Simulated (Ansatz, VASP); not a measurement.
**Bi in VASP and in Ansatz**

```
Bi
1.0
     2.27300    1.31232    4.07262
    -2.27300    1.31232    4.07262
     0.00000   -2.62463    4.07262
Bi
2
Cartesian
  0.0000 0.0000 2.8576
  0.0000 0.0000 9.3602
```

Change from the starting cell: zz strain of +3 %.

Alike in both runs: task single point; functional PBE; k mesh 11 × 11 × 11; occupations fermi-dirac, width 0.03 eV; no spin polarisation.

|  | VASP | Ansatz |
| --- | --- | --- |
| version | VASP 6.6.1 | Ansatz 0.2.0 |
| potentials or method | VASP PAW PBE potentials, release 64 (Bi_d), cutoff 520 eV | all-electron LAPW, scalar-relativistic |

```tsv
	VASP	Ansatz	Ansatz less VASP
pressure (GPa)	0.5	0.5	+0.06
traceless stress, the component that is largest in VASP (GPa)	-0.30	-0.30	-0.005
rms of the force components (eV/Å)	0.007	0.004	-0.0034
```

Atom by atom the forces differ by 0.003 eV/Å (rms over components). Ansatz ran all-electron here, and VASP with PAW potentials.

Spin-orbit coupling is off throughout.
